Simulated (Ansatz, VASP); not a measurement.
## GaAs: VASP beside Ansatz

Contents of INCAR:

```
PREC = Accurate
ENCUT = 520
EDIFF = 1E-6
ISMEAR = 0
SIGMA = 0.01
LREAL = False
LASPH = True
NELM = 60
ALGO = Normal
ISIF = 2
LWAVE = False
LCHARG = False
GGA = PE
NBANDS = 26
```

The input KPOINTS:

```
Automatic mesh
0
Gamma
  8 8 6
```

The input POSCAR:

```
GaAs
1.0
    3.9972746340      0.0000000000      0.0000000000
    0.0000000000      3.9972746340      0.0000000000
    0.0000000000      0.0000000000      5.5964700000
Ga As
2 2
Direct
    0.0000000000      0.0000000000      0.0000000000
    0.5000000000      0.5000000000      0.5000000000
    0.5000000000      0.0000000000      0.2500000000
    0.0000000000      0.5000000000      0.7500000000
```

Input for Ansatz:

```yaml
crystal:
  lattice:
    - [3.997274634, 0.0, 0.0]
    - [0.0, 3.997274634, 0.0]
    - [0.0, 0.0, 5.59647]
  atoms:
    - { symbol: Ga, position: [0.0, 0.0, 0.0] }
    - { symbol: As, position: [0.5, 0.0, 0.25] }
    - { symbol: Ga, position: [0.5, 0.5, 0.5] }
    - { symbol: As, position: [0.0, 0.5, 0.75] }
scf:
  occupations: { method: fixed }
  n_extra_bands: 4
output:
  write_density: true
  write_potential: true
  elf: true
  volumetric_format: npy
kpoints:
  mp_grid: { grid: [8, 8, 6] }
hamiltonian:
  xc: pbe
```

Alike in both runs: task single point; functional PBE; k mesh 8 × 8 × 6; no spin polarisation.

|  | VASP | Ansatz |
| --- | --- | --- |
| version | VASP 6.6.1 | Ansatz 0.2.0 |
| potentials or method | VASP PAW PBE potentials, release 64 (Ga_d, As) | scalar-relativistic, plane waves, PAW |
| plane-wave cutoff (eV) | 520 | 420 |
| occupations | gaussian, width 0.01 eV | fixed |
| valence electrons in the cell | 36 | 56 |

```csv
,VASP,Ansatz,Ansatz less VASP
gap on the k mesh at the Fermi level (eV),0.56,0.56,-0.005
least direct gap on the mesh (eV),0.56,0.56,-0.005
```

VASP's potentials hold 36 valence electrons a cell and Ansatz's 56, so a difference there can come from the potentials and not from the codes.
